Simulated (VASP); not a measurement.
# Li3ClO (Pm-3m) in VASP: a series of runs

The runs below take Li3ClO through single point, relaxation of cell and atoms, with LDA.

Everything below comes from runs of VASP 6.6.1. Logs are shortened: lines on timing, memory, paths and dates and some standing lists are left out, and cuts for length are marked.

## (1) The cell of the first run

Symmetry: Pm-3m, No. 221, cubic system. The conventional cell has a = 3.771 Å, b = 3.771 Å, c = 3.771 Å, α = 90.00°, β = 90.00°, γ = 90.00°. Li (site symmetry 4/mmm) has 2 O at 1.89 Å within 2.5 Å. Within 3.5 Å of Cl (site symmetry m-3m) lie 12 Li at 2.67 Å and 8 O at 3.27 Å. O (site symmetry m-3m) has 6 Li at 1.89 Å within 2.5 Å.

## (2) Single point, LDA

INCAR

```
SYSTEM = Li3ClO
PREC = Accurate
ENCUT = 750
EDIFF = 1E-6
ISMEAR = -1
SIGMA = 0.02
LREAL = .False.
LASPH = .True.
NELM = 120
ALGO = Normal
ISIF = 2
LWAVE = .False.
LCHARG = .False.
NBANDS = 19
GGA_COMPAT = .False.
```

KPOINTS

```
Automatic mesh
0
Gamma
  5 5 5
  0 0 0
```

POSCAR

```
Li3ClO
1.0
    3.7707234625      0.0000000000      0.0000000000
    0.0000000000      3.7707234625      0.0000000000
    0.0000000000      0.0000000000      3.7707234625
Li Cl O
3 1 1
Direct
    0.0000000000      0.5000000000      0.5000000000
    0.5000000000      0.0000000000      0.5000000000
    0.5000000000      0.5000000000      0.0000000000
    0.0000000000      0.0000000000      0.0000000000
    0.5000000000      0.5000000000      0.5000000000
```

Potentials or basis: VASP PAW LDA potentials, release 64 (Li_sv, Cl, O).

The run is started by

```console
$ cat potpaw_LDA.64/Li_sv/POTCAR potpaw_LDA.64/Cl/POTCAR potpaw_LDA.64/O/POTCAR > POTCAR
$ mpirun -np 1 vasp_std > vasp.out
```

OUTCAR:

```text
SYSTEM = Li3ClO
   PREC = Accurate
   ENCUT = 750
   EDIFF = 1E-6
   ISMEAR = -1
   LREAL = .False.
   LASPH = .True.
   NELM = 120
   ISIF = 2

 ion  position               nearest neighbor table
   1  0.000  0.500  0.500-   5 1.89   5 1.89
   2  0.500  0.000  0.500-   5 1.89   5 1.89
   3  0.500  0.500  0.000-   5 1.89   5 1.89
   4  0.000  0.000  0.000-
   5  0.500  0.500  0.500-   1 1.89   2 1.89   3 1.89   3 1.89   2 1.89   1 1.89

  LATTYP: Found a simple cubic cell.
 ALAT       =     3.7707234625

  Lattice vectors:

 A1 = (   3.7707234625,   0.0000000000,   0.0000000000)
 A2 = (   0.0000000000,   3.7707234625,   0.0000000000)
 A3 = (   0.0000000000,   0.0000000000,   3.7707234625)

Analysis of symmetry for initial positions (statically):
=====================================================================
 Subroutine PRICEL returns:
 Original cell was already a primitive cell.

 Routine SETGRP: Setting up the symmetry group for a
 simple cubic supercell.

 Subroutine GETGRP returns: Found 48 space group operations
 (whereof 48 operations were pure point group operations)
 out of a pool of 48 trial point group operations.

The static configuration has the point symmetry O_h .

Analysis of symmetry for dynamics (positions and initial velocities):
=====================================================================
 Subroutine PRICEL returns:
 Original cell was already a primitive cell.

 Routine SETGRP: Setting up the symmetry group for a
 simple cubic supercell.

 Subroutine GETGRP returns: Found 48 space group operations
 (whereof 48 operations were pure point group operations)
 out of a pool of 48 trial point group operations.

The dynamic configuration has the point symmetry O_h .

 Subroutine INISYM returns: Found 48 space group operations
 (whereof 48 operations are pure point group operations),
 and found     1 'primitive' translations

----------------------------------------------------------------------------------------

                                     Primitive cell

  volume of cell :      53.6135

  direct lattice vectors                    reciprocal lattice vectors
     3.770723462  0.000000000  0.000000000     0.265201097  0.000000000  0.000000000
     0.000000000  3.770723462  0.000000000     0.000000000  0.265201097  0.000000000
     0.000000000  0.000000000  3.770723462     0.000000000  0.000000000  0.265201097

  length of vectors
     3.770723462  3.770723462  3.770723462     0.265201097  0.265201097  0.265201097

  position of ions in fractional coordinates (direct lattice)
     0.000000000  0.500000000  0.500000000
     0.500000000  0.000000000  0.500000000
     0.500000000  0.500000000  0.000000000
     0.000000000  0.000000000  0.000000000
     0.500000000  0.500000000  0.500000000

  ion indices of the primitive-cell ions
   primitive index   ion index
                 1           1
                 2           2
                 3           3
                 4           4
                 5           5

----------------------------------------------------------------------------------------

 KPOINTS: Automatic mesh

Automatic generation of k-mesh.
 Grid dimensions read from file:
 generate k-points for:    5    5    5

 Generating k-lattice:

  Cartesian coordinates                     Fractional coordinates (reciprocal lattice)
     0.053040219  0.000000000  0.000000000     0.200000000  0.000000000  0.000000000
     0.000000000  0.053040219  0.000000000     0.000000000  0.200000000  0.000000000
     0.000000000  0.000000000  0.053040219     0.000000000  0.000000000  0.200000000

  Length of vectors
     0.053040219  0.053040219  0.053040219

  Shift w.r.t. Gamma in fractional coordinates (k-lattice)
     0.000000000  0.000000000  0.000000000

 Subroutine IBZKPT returns following result:
 ===========================================

 Found     10 irreducible k-points:

 Following reciprocal coordinates:
            Coordinates               Weight
  0.000000  0.000000  0.000000      1.000000
  0.200000  0.000000  0.000000      6.000000
  0.400000  0.000000  0.000000      6.000000
  0.200000  0.200000  0.000000     12.000000
  0.400000  0.200000  0.000000     24.000000
  0.400000  0.400000  0.000000     12.000000
  0.200000  0.200000  0.200000      8.000000
  0.400000  0.200000  0.200000     24.000000
  0.400000  0.400000  0.200000     24.000000
  0.400000  0.400000  0.400000      8.000000
   k-points           NKPTS =     10   k-points in BZ     NKDIM =     10   number of bands    NBANDS=     19
   number of dos      NEDOS =    301   number of ions     NIONS =      5
   total plane-waves  NPLWV =  46656
   dimension x,y,z NGX =    36 NGY =   36 NGZ =   36
   dimension x,y,z NGXF=    72 NGYF=   72 NGZF=   72
   ions per type =               3   1   1
   NGX,Y,Z   is equivalent  to a cutoff of  15.87, 15.87, 15.87 a.u.
   NGXF,Y,Z  is equivalent  to a cutoff of  31.74, 31.74, 31.74 a.u.
 SYSTEM =  Li3ClO
   PREC   = accura    normal or accurate (medium, high low for compatibility)
   ISTART =      0    job   : 0-new  1-cont  2-samecut
   ICHARG =      2    charge: 1-file 2-atom 10-const
   ISPIN  =      1    spin polarized calculation?
   LNONCOLLINEAR =      F non collinear calculations
   LSORBIT =      F    spin-orbit coupling
   LASPH  =      T    aspherical Exc in radial PAW
   ENCUT  =  750.0 eV  55.12 Ry    7.42 a.u.   8.42  8.42  8.42*2*pi/ulx,y,z
   NELM   =    120;   NELMIN=  2; NELMDL= -5     # of ELM steps
   EDIFF  = 0.1E-05   stopping-criterion for ELM
   LREAL  =      F    real-space projection
   EDIFFG = 0.1E-04   stopping-criterion for IOM
   NSW    =      0    number of steps for IOM
   IBRION =     -1    ionic relax: 0-MD 1-quasi-New 2-CG
   NFREE  =      0    steps in history (QN), initial steepest desc. (CG)
   ISIF   =      2    stress and relaxation
   ISYM   =      2    0-nonsym 1-usesym 2-fastsym
   POTIM  = 0.5000    time-step for ionic-motion
   TEBEG  =    0.0;   TEEND  =   0.0 temperature during run
   PSTRESS=    0.0 pullay stress
   NELECT =      22.0000    total number of electrons
   NUPDOWN=      -1.0000    fix difference up-down
   EMIN   =  10.00;   EMAX   =-10.00  energy-range for DOS
   EFERMI =   0.00;   METHOD = LEGACY
   ISMEAR =    -1;   SIGMA  =   0.02  broadening in eV -4-tet -1-fermi 0-gaus
   EFERMI_NEDOS =   21; number of points for ismear=-14 and -15
   IALGO  =     38    algorithm
   IMIX   =      4    mixing-type and parameters
     AMIX     =   0.40;   BMIX     =  1.00
     AMIX_MAG =   1.60;   BMIX_MAG =  1.00
  volume/ion in A,a.u.               =      10.72        72.36
  Fermi-wavevector in a.u.,A,eV,Ry     =   1.216534  2.298917 20.136021  1.479956
  Thomas-Fermi vector in A             =   2.351885
   LORBIT       =      0    0 simple, 1 ext, 2 COOP (PROOUT), +10 PAW based schemes
   GGA     = CA    functional components
   LHFCALC =     F    Hartree Fock is set to
   AEXX    =    0.0000 exact exchange contribution
   IVDW    =     0    specifies the selected vdW correction
   LEPSILON=     F    determine dielectric tensor
   LRPA    =     F    only Hartree local field effects (RPA)
 non-spin polarized calculation
  energy-cutoff  :      750.00
  volume of cell :       53.61
 maximum number of plane-waves:      2517
 NGX is ok and might be reduce to    36
   NGX = 17   NGY = 17   NGZ = 17

 number of electron      22.0000002 magnetization

 Free energy of the ion-electron system (eV)
  ---------------------------------------------------
  ext. energy  EPLUGINS =         0.00000000
  ---------------------------------------------------
  free energy    TOTEN  =       -23.74604201 eV

  energy without entropy =      -23.74604201  energy(sigma->0) =      -23.74604201

 E-fermi :   2.6700     XC(G=0): -10.0110

 val. band max:        2.2207813833   @ k =   0.4000   0.4000   0.0000
 cond. band min:       7.2662318202   @ k =   0.4000   0.4000   0.0000
 fundamental gap:      5.0454504369
 Fermi energy:         2.6699630035

 k-point     1 :       0.0000    0.0000    0.0000
  band No.  band energies     occupation
      1     -40.0019      2.00000
      2     -39.8910      2.00000
      3     -39.8910      2.00000
      4     -12.8917      2.00000
      5     -11.7875      2.00000
      6      -0.9746      2.00000
[... 11 lines left out ...]
     18      14.6529      0.00000
     19      14.6529      0.00000

 k-point     2 :       0.2000    0.0000    0.0000
  band No.  band energies     occupation
      1     -39.9922      2.00000
      2     -39.8998      2.00000
      3     -39.8908      2.00000
      4     -12.7973      2.00000
      5     -11.9068      2.00000
      6      -1.1240      2.00000
[... 11 lines left out ...]
     18      14.2982      0.00000
     19      14.3726      0.00000

 k-point     3 :       0.4000    0.0000    0.0000
  band No.  band energies     occupation
      1     -39.9701      2.00000
      2     -39.9204      2.00000
      3     -39.8905      2.00000
      4     -12.5514      2.00000
      5     -12.1908      2.00000
      6      -1.4170      2.00000
[... 11 lines left out ...]
     18      13.6542      0.00000
     19      14.9824      0.00000

 k-point     4 :       0.2000    0.2000    0.0000
  band No.  band energies     occupation
      1     -39.9833      2.00000
      2     -39.9029      2.00000
      3     -39.8955      2.00000
      4     -12.7190      2.00000
      5     -11.9929      2.00000
      6      -1.3672      2.00000
[... 99 lines left out ...]
     18      15.0587      0.00000
     19      16.0838      0.00000

 k-point     9 :       0.4000    0.4000    0.2000
  band No.  band energies     occupation
      1     -39.9406      2.00000
      2     -39.9218      2.00000
      3     -39.9144      2.00000
      4     -12.5579      2.00000
      5     -12.1004      2.00000
      6      -1.8032      2.00000
[... 11 lines left out ...]
     18      16.4678      0.00000
     19      16.8400      0.00000

 k-point    10 :       0.4000    0.4000    0.4000
  band No.  band energies     occupation
      1     -39.9320      2.00000
      2     -39.9214      2.00000
      3     -39.9214      2.00000
      4     -12.6108      2.00000
      5     -11.9982      2.00000
      6      -1.6058      2.00000
[... 11 lines left out ...]
     18      15.1281      0.00000
     19      17.7571      0.00000

------------------------ aborting loop because EDIFF is reached ----------------------------------------

  FORCE on cell =-STRESS in cart. coord.  units (eV):
  Direction    XX          YY          ZZ          XY          YZ          ZX
  --------------------------------------------------------------------------------------
  -------------------------------------------------------------------------------------
  Total       -0.0710851     -0.0710851     -0.0710851      0.0000000     -0.0000000     -0.0000000
  in kB       -2.1242978     -2.1242978     -2.1242978      0.0000000     -0.0000000     -0.0000000
  external PRESSURE =      -2.1242978 kB  Pullay stress =       0.0000000 kB

 VOLUME and BASIS-vectors are now :
 -----------------------------------------------------------------------------
  energy-cutoff  :      750.00
  volume of cell :       53.61
      direct lattice vectors                 reciprocal lattice vectors
     3.770723462  0.000000000  0.000000000     0.265201097  0.000000000  0.000000000
     0.000000000  3.770723462  0.000000000     0.000000000  0.265201097  0.000000000
     0.000000000  0.000000000  3.770723462     0.000000000  0.000000000  0.265201097

 POSITION                                       TOTAL-FORCE (eV/Angst)
 -----------------------------------------------------------------------------------
      0.00000      1.88536      1.88536         0.000000      0.000000      0.000000
      1.88536      0.00000      1.88536         0.000000      0.000000      0.000000
      1.88536      1.88536      0.00000         0.000000      0.000000      0.000000
      0.00000      0.00000      0.00000         0.000000      0.000000      0.000000
      1.88536      1.88536      1.88536         0.000000      0.000000      0.000000
 -----------------------------------------------------------------------------------
    total drift:                                0.000000      0.000000      0.000000

  FREE ENERGIE OF THE ION-ELECTRON SYSTEM (eV)
  ---------------------------------------------------
  free  energy   TOTEN  =       -23.7460420065 eV

  energy  without entropy=      -23.7460420065  energy(sigma->0) =      -23.74604201
```

Wall time 29 s (1 thread of Intel Xeon 8259CL, shared host); peak memory 0.17 GiB.

What came out:

| Quantity | Value |
| --- | --- |
| Free energy | -23.7460 eV |
| Pressure | -0.2 GPa |
| Band gap on the k mesh | 5.05 eV, direct |

Levels at points of the mesh, in eV from the valence-band top:
```tsv
k point	band 8	band 9	band 10	band 11	band 12	band 13	band 14	band 15
(0.00, 0.00, 0.00)	-3.20	-0.52	-0.52	-0.52	5.36	7.02	7.02	12.32
```

A k mesh can miss the band edges.

## (3) Relaxation of cell and atoms, LDA

This run uses another cell than the first one, of 11.94 Å³/atom, 1.114 times its volume.

INCAR

```
ALGO = Normal
EDIFF = 1E-7
EDIFFG = -0.01
ENCUT = 750
GGA_COMPAT = False
IBRION = 2
ISIF = 3
ISMEAR = -1
LASPH = True
LCHARG = False
LREAL = False
LWAVE = False
NELM = 120
NELMIN = 4
NSW = 50
PREC = Accurate
SIGMA = 0.02
```

KPOINTS

```
k-points
0
Gamma
  5 5 5
```

POSCAR: that of step 2 with these lines changed.

```diff
@@ -2,5 +2,5 @@
 1.0
-    3.7707234625      0.0000000000      0.0000000000
-    0.0000000000      3.7707234625      0.0000000000
-    0.0000000000      0.0000000000      3.7707234625
+    3.9083400000      0.0000000000      0.0000000000
+    0.0000000000      3.9083400000      0.0000000000
+    0.0000000000      0.0000000000      3.9083400000
 Li Cl O
```

Potentials or basis: VASP PAW LDA potentials, release 64 (Li_sv, Cl, O).

The run is started by

```console
$ cat potpaw_LDA.64/Li_sv/POTCAR potpaw_LDA.64/Cl/POTCAR potpaw_LDA.64/O/POTCAR > POTCAR
$ mpirun -np 1 vasp_std > vasp.out
```

Run time: 67 s. Hardware: 1 thread of Intel Xeon 8259CL, shared host; peak memory 0.17 GiB.

Results (log left out):

- Free energy: -23.7524 eV
- Relaxed volume: 10.70 Å³/atom
- Relaxed cell: a = 3.768 Å, b = 3.768 Å, c = 3.768 Å, α = 90.00°, β = 90.00°, γ = 90.00°
- Space group after relaxing (to 0.05 Å): Pm-3m (No. 221)
- Energy gained by relaxing: 23.8 meV/atom
- Ionic steps: 4
- Pressure after relaxing: 0.0 GPa
- Band gap on the k mesh: 5.05 eV, direct

The path:
| step | energy change (eV) | largest force (eV/Å) | pressure (GPa) | volume (Å³) |
| --- | --- | --- | --- | --- |
| 1 | 0.0000 | 0.0000 | -5.64 | 59.70 |
| 2 | -0.0953 | 0.0000 | -2.79 | 56.14 |
| 3 | -0.1188 | 0.0000 | -0.27 | 53.76 |
| 4 | -0.1190 | 0.0000 | 0.02 | 53.52 |

Final structure:
```
Li Cl O
1.0
     3.76842    0.00000    0.00000
     0.00000    3.76842    0.00000
     0.00000    0.00000    3.76842
Li Cl O
3 1 1
Direct
  0.00000 0.50000 0.50000
  0.50000 0.00000 0.50000
  0.50000 0.50000 0.00000
  0.00000 0.00000 0.00000
  0.50000 0.50000 0.50000
```

Levels at points of the mesh, in eV from the valence-band top:
```
           k point  band 9  band 10  band 11  band 12  band 13  band 14
(0.00, 0.00, 0.00)   -0.52    -0.52    -0.52     5.38     7.02     7.02
```

A k mesh can miss the band edges.
